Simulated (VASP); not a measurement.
# Na (P6_3/mmc) in VASP: notebook, part 2 of 2

VASP 6.6.1. Earlier steps stand in the parts before.

## Step 5: Single point, PBEsol

This run uses another cell than the first one, of the same volume but with other edges.

Input file INCAR:

```
PREC     = Accurate       # precision mode
ENCUT    = 520            # plane-wave cutoff, eV
EDIFF    = 1E-6           # SCF threshold, eV
ISMEAR   = 0              # smearing method
SIGMA    = 0.15           # smearing width, eV
LREAL    = F              # projectors in reciprocal space
LASPH    = T              # aspherical terms in the spheres
NELM     = 60             # most SCF steps
ALGO     = Fast           # electronic algorithm
ISIF     = 2              # what is computed and relaxed
LWAVE    = F              # write WAVECAR
LCHARG   = F              # write CHGCAR
GGA      = PS             # functional
NBANDS   = 14             # bands
```

Input file KPOINTS:

```
regular mesh
0
Gamma
  18 18 10
```

Input file POSCAR:

```
Na
1.0
    3.6492042627      0.0000000000      0.0000000000
   -1.8246021313      3.1603035951      0.0000000000
    0.0000000000      0.0000000000      6.5577161651
Na
2
Direct
    0.3333333333      0.6666666667      0.2500000000
    0.6666666667      0.3333333333      0.7500000000
```

Potentials or basis: VASP PAW PBE potentials, release 64 (Na_pv).

Started as:

```console
$ cat potpaw_PBE.64/Na_pv/POTCAR > POTCAR
$ mpirun -np 1 vasp_std > vasp.out
```

OUTCAR:

```text
PREC = Accurate
   ENCUT = 520
   EDIFF = 1E-6
   ISMEAR = 0
   LREAL = F
   LASPH = T
   NELM = 60
   ISIF = 2
   GGA = PS

 ion  position               nearest neighbor table
   1  0.333  0.667  0.250-
   2  0.667  0.333  0.750-

  LATTYP: Found a hexagonal cell.
 ALAT       =     3.6492042627
 C/A-ratio  =     1.7970263359

  Lattice vectors:

 A1 = (   3.6492042627,   0.0000000000,   0.0000000000)
 A2 = (  -1.8246021313,   3.1603035951,   0.0000000000)
 A3 = (   0.0000000000,   0.0000000000,   6.5577161651)

Analysis of symmetry for initial positions (statically):
=====================================================================
 Subroutine PRICEL returns:
 Original cell was already a primitive cell.

 Routine SETGRP: Setting up the symmetry group for a
 hexagonal supercell.

 Subroutine GETGRP returns: Found 24 space group operations
 (whereof 12 operations were pure point group operations)
 out of a pool of 24 trial point group operations.

The static configuration has the point symmetry D_3d.
 The point group associated with its full space group is D_6h.

Analysis of symmetry for dynamics (positions and initial velocities):
=====================================================================
 Subroutine PRICEL returns:
 Original cell was already a primitive cell.

 Routine SETGRP: Setting up the symmetry group for a
 hexagonal supercell.

 Subroutine GETGRP returns: Found 24 space group operations
 (whereof 12 operations were pure point group operations)
 out of a pool of 24 trial point group operations.

The dynamic configuration has the point symmetry D_3d.
 The point group associated with its full space group is D_6h.

 Subroutine INISYM returns: Found 24 space group operations
 (whereof 12 operations are pure point group operations),
 and found     1 'primitive' translations

----------------------------------------------------------------------------------------
[... 117 lines left out ...]
   LORBIT       =      0    0 simple, 1 ext, 2 COOP (PROOUT), +10 PAW based schemes
   GGA     = PS    functional components
   LHFCALC =     F    Hartree Fock is set to
   AEXX    =    0.0000 exact exchange contribution
   IVDW    =     0    specifies the selected vdW correction
   LEPSILON=     F    determine dielectric tensor
   LRPA    =     F    only Hartree local field effects (RPA)
 non-spin polarized calculation
 RMM-DIIS sequential band-by-band and
 Gauss-broadening in eV      SIGMA  =   0.15
  energy-cutoff  :      520.00
  volume of cell :       75.63
 maximum number of plane-waves:      2058
 NGX is ok and might be reduce to    28

 number of electron      14.0000008 magnetization

 Free energy of the ion-electron system (eV)
  ---------------------------------------------------
  ext. energy  EPLUGINS =         0.00000000
  ---------------------------------------------------
  free energy    TOTEN  =        -2.78565161 eV

  energy without entropy =       -2.77555304  energy(sigma->0) =       -2.78060233

 E-fermi :   0.2448     XC(G=0):  -6.4480

 val. band max:        0.2377880169   @ k =   0.2222   0.0556   0.2000
 cond. band min:       0.2605370232   @ k =   0.3333   0.1667   0.3000
 fundamental gap:      0.0227490063
 Fermi energy:         0.2447727586

 k-point     1 :       0.0000    0.0000    0.0000
  band No.  band energies     occupation
      1     -24.5806      2.00000
      2     -24.5606      2.00000
      3     -24.5606      2.00000
      4     -24.5580      2.00000
      5     -24.5580      2.00000
      6     -24.5558      2.00000
      7      -2.9869      2.00000
      8       0.4145      0.10958
      9       0.6414      0.00018
     10       9.8505      0.00000
     11      10.7146      0.00000
     12      10.9089      0.00000
     13      10.9089      0.00000
     14      11.3482      0.00000
[... 377 lines left out ...]
      1     -24.5934      2.00000
      2     -24.5903      2.00000
      3     -24.5720      2.00000
      4     -24.5678      2.00000
      5     -24.5674      2.00000
      6     -24.5594      2.00000
      7       0.1345      1.70139
      8       1.7224      0.00000
      9       3.3215      0.00000
     10       3.7582      0.00000
     11       4.8975      0.00000
     12       5.0363      0.00000
     13       6.5675      0.00000
     14       8.8545      0.00000

 [... further k-points ...]
[... 5 lines left out ...]
  --------------------------------------------------------------------------------------
  -------------------------------------------------------------------------------------
  Total        0.0663633      0.0663633     -0.5132063      0.0000000     -0.0000000      0.0000000
  in kB        1.4059150      1.4059150    -10.8723392      0.0000000     -0.0000000      0.0000000
  external PRESSURE =      -2.6868364 kB  Pullay stress =       0.0000000 kB

 VOLUME and BASIS-vectors are now :
 -----------------------------------------------------------------------------
  energy-cutoff  :      520.00
  volume of cell :       75.63
      direct lattice vectors                 reciprocal lattice vectors
     3.649204263  0.000000000  0.000000000     0.274032345  0.158212648  0.000000000
    -1.824602131  3.160303595  0.000000000     0.000000000  0.316425296  0.000000000
     0.000000000  0.000000000  6.557716165     0.000000000  0.000000000  0.152492114

 POSITION                                       TOTAL-FORCE (eV/Angst)
 -----------------------------------------------------------------------------------
     -0.00000      2.10687      1.63943         0.000000     -0.000000     -0.000000
      1.82460      1.05343      4.91829        -0.000000      0.000000      0.000000
 -----------------------------------------------------------------------------------
    total drift:                               -0.000000      0.000000      0.000000

  FREE ENERGIE OF THE ION-ELECTRON SYSTEM (eV)
  ---------------------------------------------------
  free  energy   TOTEN  =        -2.7856516091 eV

  energy  without entropy=       -2.7755530416  energy(sigma->0) =       -2.78060233
```

Run time: 3.2 min. Hardware: 1 thread of Oxide Virtual Turin-like, shared host; peak memory 0.27 GiB.

What came out:

```yaml
Free_energy: -2.7857 eV
Pressure: -0.3 GPa
Band_gap_on_the_k_mesh: zero (band 7 reaches 2.48 eV, above the bottom of band 8 at -2.09 eV)
```

Stress tensor (GPa, compression positive):
```
 0.14  0.00  0.00
 0.00  0.14  0.00
 0.00  0.00 -1.09
```

Caveat: the PAW data sets were made with another functional, which shifts forces and pressure a little.

## Step 6: Summary

```tsv
cell	gap on the mesh (eV)	pressure (GPa)
a = 3.977, b = 3.977, c = 5.522 Å, angles 90.0, 90.0, 120.0°, 2 atoms	none	0.0
a = 3.545, b = 3.545, c = 6.949 Å, angles 90.0, 90.0, 120.0°, 2 atoms	none	0.0
a = 3.873, b = 3.873, c = 5.821 Å, angles 90.0, 90.0, 120.0°, 2 atoms	none	-0.2
a = 3.649, b = 3.649, c = 6.558 Å, angles 90.0, 90.0, 120.0°, 2 atoms	none	-0.3
```

Alike in all rows: task single point; level PBEsol; potentials or basis VASP PAW PBE potentials, release 64 (Na_pv); no spin polarisation; k mesh 18 × 18 × 10; cutoff (eV) 520; smearing gaussian 0.15 eV.

Caveats: the PAW data sets were made with another functional, which shifts forces and pressure a little.

Total energies depend on the potentials used, so only differences within one code and one set of settings carry meaning.
